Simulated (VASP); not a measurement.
# ZrSiO (P4/nmm) in VASP: a series of runs, part 2 of 2

VASP 6.6.1.

## 3. Single point, PBE

This run uses another cell than the first one, of 13.78 Å³/atom, 1.020 times its volume.

Contents of INCAR:

```
PREC = Accurate ; ENCUT = 520
EDIFF = 1E-7 ; ISMEAR = -1
SIGMA = 0.05 ; LREAL = F
LASPH = T ; NELM = 60
ALGO = Normal ; ISIF = 2
LWAVE = F ; LCHARG = F
GGA = PE ; NBANDS = 31
```

Contents of KPOINTS:

```
regular mesh
0
Gamma
  8 8 4
```

Contents of POSCAR:

```
ZrSiO
1.0
    3.3419773295      0.0000000000      0.0000000000
    0.0000000000      3.3419773295      0.0000000000
    0.0000000000      0.0000000000      7.4005341342
Zr Si O
2 2 2
Direct
    0.5000000000      0.0000000000      0.3084100000
    0.0000000000      0.5000000000      0.6915900000
    0.0000000000      0.0000000000      0.0000000000
    0.5000000000      0.5000000000      0.0000000000
    0.5000000000      0.0000000000      0.6112940000
    0.0000000000      0.5000000000      0.3887060000
```

Potentials or basis: VASP PAW PBE potentials, release 64 (Zr_sv, Si, O).

On the command line:

```
> cat potpaw_PBE.64/Zr_sv/POTCAR potpaw_PBE.64/Si/POTCAR potpaw_PBE.64/O/POTCAR > POTCAR
> mpirun -np 1 vasp_std > vasp.out
```

OUTCAR:

```text
PREC = Accurate
   ENCUT = 520
   EDIFF = 1E-7
   ISMEAR = -1
   LREAL = F
   LASPH = T
   NELM = 60
   ISIF = 2
   GGA = PE

 ion  position               nearest neighbor table
   1  0.500  0.000  0.308-   5 2.24   6 2.44   6 2.44   6 2.44   6 2.44   3 2.83   3 2.83   4 2.83
                             4 2.83   2 3.69   2 3.69   2 3.69   2 3.69
   2  0.000  0.500  0.692-   6 2.24   5 2.44   5 2.44   5 2.44   5 2.44   3 2.83   4 2.83   4 2.83
                             3 2.83   1 3.69   1 3.69   1 3.69   1 3.69
   3  0.000  0.000  0.000-   4 2.36   4 2.36   4 2.36   4 2.36   2 2.83   1 2.83   1 2.83   2 2.83

   4  0.500  0.500  0.000-   3 2.36   3 2.36   3 2.36   3 2.36   2 2.83   2 2.83   1 2.83   1 2.83

   5  0.500  0.000  0.611-   1 2.24   2 2.44   2 2.44   2 2.44   2 2.44
   6  0.000  0.500  0.389-   2 2.24   1 2.44   1 2.44   1 2.44   1 2.44

  LATTYP: Found a simple tetragonal cell.
 ALAT       =     3.3419773295
 C/A-ratio  =     2.2144178145

  Lattice vectors:

 A1 = (   3.3419773295,   0.0000000000,   0.0000000000)
 A2 = (   0.0000000000,   3.3419773295,   0.0000000000)
 A3 = (   0.0000000000,   0.0000000000,   7.4005341342)

Analysis of symmetry for initial positions (statically):
=====================================================================
 Subroutine PRICEL returns:
 Original cell was already a primitive cell.

 Routine SETGRP: Setting up the symmetry group for a
 simple tetragonal supercell.

 Subroutine GETGRP returns: Found 16 space group operations
 (whereof  8 operations were pure point group operations)
 out of a pool of 16 trial point group operations.

The static configuration has the point symmetry D_2d.
 The point group associated with its full space group is D_4h.

Analysis of symmetry for dynamics (positions and initial velocities):
=====================================================================
 Subroutine PRICEL returns:
 Original cell was already a primitive cell.

 Routine SETGRP: Setting up the symmetry group for a
 simple tetragonal supercell.

 Subroutine GETGRP returns: Found 16 space group operations
 (whereof  8 operations were pure point group operations)
 out of a pool of 16 trial point group operations.

The dynamic configuration has the point symmetry D_2d.
 The point group associated with its full space group is D_4h.

 Subroutine INISYM returns: Found 16 space group operations
 (whereof  8 operations are pure point group operations),
 and found     1 'primitive' translations

----------------------------------------------------------------------------------------

                                     Primitive cell

  volume of cell :      82.6552

  direct lattice vectors                    reciprocal lattice vectors
     3.341977330  0.000000000  0.000000000     0.299224053  0.000000000  0.000000000
     0.000000000  3.341977330  0.000000000     0.000000000  0.299224053  0.000000000
     0.000000000  0.000000000  7.400534134     0.000000000  0.000000000  0.135125382

  length of vectors
     3.341977330  3.341977330  7.400534134     0.299224053  0.299224053  0.135125382

  position of ions in fractional coordinates (direct lattice)
     0.500000000  0.000000000  0.308410000
     0.000000000  0.500000000  0.691590000
     0.000000000  0.000000000  0.000000000
[... 35 lines left out ...]
 ===========================================

 Found     45 irreducible k-points:

 Following reciprocal coordinates:
            Coordinates               Weight
  0.000000  0.000000  0.000000      1.000000
  0.125000  0.000000  0.000000      4.000000
  0.250000  0.000000  0.000000      4.000000
  0.375000  0.000000  0.000000      4.000000
  0.500000  0.000000  0.000000      2.000000
  0.125000  0.125000  0.000000      4.000000
[... 16 lines left out ...]
  0.375000  0.125000  0.250000     16.000000
  0.500000  0.125000  0.250000      8.000000
 [... further k-points ...]
   k-points           NKPTS =     45   k-points in BZ     NKDIM =     45   number of bands    NBANDS=     31
   number of dos      NEDOS =    301   number of ions     NIONS =      6
   total plane-waves  NPLWV =  43904
   dimension x,y,z NGX =    28 NGY =   28 NGZ =   56
   dimension x,y,z NGXF=    56 NGYF=   56 NGZF=  112
   ions per type =               2   2   2
   NGX,Y,Z   is equivalent  to a cutoff of  13.93, 13.93, 12.58 a.u.
   NGXF,Y,Z  is equivalent  to a cutoff of  27.86, 27.86, 25.16 a.u.
 SYSTEM =  unknown system
   PREC   = accura    normal or accurate (medium, high low for compatibility)
   ISTART =      0    job   : 0-new  1-cont  2-samecut
   ICHARG =      2    charge: 1-file 2-atom 10-const
   ISPIN  =      1    spin polarized calculation?
   LNONCOLLINEAR =      F non collinear calculations
   LSORBIT =      F    spin-orbit coupling
   LASPH  =      T    aspherical Exc in radial PAW
   ENCUT  =  520.0 eV  38.22 Ry    6.18 a.u.   6.21  6.21 13.76*2*pi/ulx,y,z
   NELM   =     60;   NELMIN=  2; NELMDL= -5     # of ELM steps
   EDIFF  = 0.1E-06   stopping-criterion for ELM
   LREAL  =      F    real-space projection
   EDIFFG = 0.1E-05   stopping-criterion for IOM
   NSW    =      0    number of steps for IOM
   IBRION =     -1    ionic relax: 0-MD 1-quasi-New 2-CG
   NFREE  =      0    steps in history (QN), initial steepest desc. (CG)
   ISIF   =      2    stress and relaxation
   ISYM   =      2    0-nonsym 1-usesym 2-fastsym
   POTIM  = 0.5000    time-step for ionic-motion
   TEBEG  =    0.0;   TEEND  =   0.0 temperature during run
   PSTRESS=    0.0 pullay stress
   NELECT =      44.0000    total number of electrons
   NUPDOWN=      -1.0000    fix difference up-down
   EMIN   =  10.00;   EMAX   =-10.00  energy-range for DOS
   EFERMI =   0.00;   METHOD = LEGACY
   ISMEAR =    -1;   SIGMA  =   0.05  broadening in eV -4-tet -1-fermi 0-gaus
   EFERMI_NEDOS =   21; number of points for ismear=-14 and -15
   IALGO  =     38    algorithm
   IMIX   =      4    mixing-type and parameters
     AMIX     =   0.40;   BMIX     =  1.00
     AMIX_MAG =   1.60;   BMIX_MAG =  1.00
  volume/ion in A,a.u.               =      13.78        92.96
  Fermi-wavevector in a.u.,A,eV,Ry     =   1.326791  2.507271 23.951331  1.760373
  Thomas-Fermi vector in A             =   2.456151
   LORBIT       =      0    0 simple, 1 ext, 2 COOP (PROOUT), +10 PAW based schemes
   GGA     = PE    functional components
   LHFCALC =     F    Hartree Fock is set to
   AEXX    =    0.0000 exact exchange contribution
   IVDW    =     0    specifies the selected vdW correction
   LEPSILON=     F    determine dielectric tensor
   LRPA    =     F    only Hartree local field effects (RPA)
 non-spin polarized calculation
  energy-cutoff  :      520.00
  volume of cell :       82.66
 maximum number of plane-waves:      2244
 NGX is ok and might be reduce to    28
   NGX = 13   NGY = 13   NGZ = 27

 number of electron      44.0000002 magnetization

 Free energy of the ion-electron system (eV)
  ---------------------------------------------------
  ext. energy  EPLUGINS =         0.00000000
  ---------------------------------------------------
  free energy    TOTEN  =       -48.56092066 eV

  energy without entropy =      -48.55379739  energy(sigma->0) =      -48.55735903

 E-fermi :  10.3142     XC(G=0): -11.5491

 val. band max:       10.2891264826   @ k =   0.0000   0.0000   0.0000
 cond. band min:      10.3479329584   @ k =   0.2500   0.1250   0.5000
 fundamental gap:      0.0588064758
 Fermi energy:        10.3142420015

 k-point     1 :       0.0000    0.0000    0.0000
  band No.  band energies     occupation
      1     -39.8962      2.00000
      2     -39.8763      2.00000
      3     -18.1517      2.00000
      4     -17.8824      2.00000
      5     -17.7514      2.00000
      6     -17.7514      2.00000
[... 805 lines left out ...]
     30      14.1457      0.00000
     31      14.3567      0.00000

 [... further k-points ...]
[... 5 lines left out ...]
  --------------------------------------------------------------------------------------
  -------------------------------------------------------------------------------------
  Total       -2.2636192     -2.2636192     -2.9420758      0.0000000      0.0000000     -0.0000000
  in kB      -43.8777041    -43.8777041    -57.0288185      0.0000000      0.0000000     -0.0000000
  external PRESSURE =     -48.2614089 kB  Pullay stress =       0.0000000 kB

 VOLUME and BASIS-vectors are now :
 -----------------------------------------------------------------------------
  energy-cutoff  :      520.00
  volume of cell :       82.66
      direct lattice vectors                 reciprocal lattice vectors
     3.341977330  0.000000000  0.000000000     0.299224053  0.000000000  0.000000000
     0.000000000  3.341977330  0.000000000     0.000000000  0.299224053  0.000000000
     0.000000000  0.000000000  7.400534134     0.000000000  0.000000000  0.135125382

 POSITION                                       TOTAL-FORCE (eV/Angst)
 -----------------------------------------------------------------------------------
      1.67099      0.00000      2.28240        -0.000000     -0.000000      0.121304
      0.00000      1.67099      5.11814        -0.000000     -0.000000     -0.121304
      0.00000      0.00000      0.00000         0.000000     -0.000000      0.000000
      1.67099      1.67099      0.00000         0.000000      0.000000      0.000000
      1.67099      0.00000      4.52390         0.000000     -0.000000     -0.140044
      0.00000      1.67099      2.87663        -0.000000     -0.000000      0.140044
 -----------------------------------------------------------------------------------
    total drift:                                0.000000      0.000000     -0.000000

  FREE ENERGIE OF THE ION-ELECTRON SYSTEM (eV)
  ---------------------------------------------------
  free  energy   TOTEN  =       -48.5609206643 eV

  energy  without entropy=      -48.5537973889  energy(sigma->0) =      -48.55735903
```

Wall time 2.4 min (1 thread of AMD EPYC 7R43 (Zen 3), shared host); peak memory 0.22 GiB.

What came out:

```yaml
Free_energy: -48.5609 eV
Pressure: -4.8 GPa
Largest_force: 0.140 eV/Å
Band_gap_on_the_k_mesh: zero (band 22 reaches 10.35 eV, above the bottom of band 23 at 10.29 eV)
```

Forces on the atoms (eV/Å):
```
Zr   0.000  0.000  0.121
Zr   0.000  0.000 -0.121
Si   0.000  0.000  0.000
Si   0.000  0.000  0.000
O    0.000  0.000 -0.140
O    0.000  0.000  0.140
```
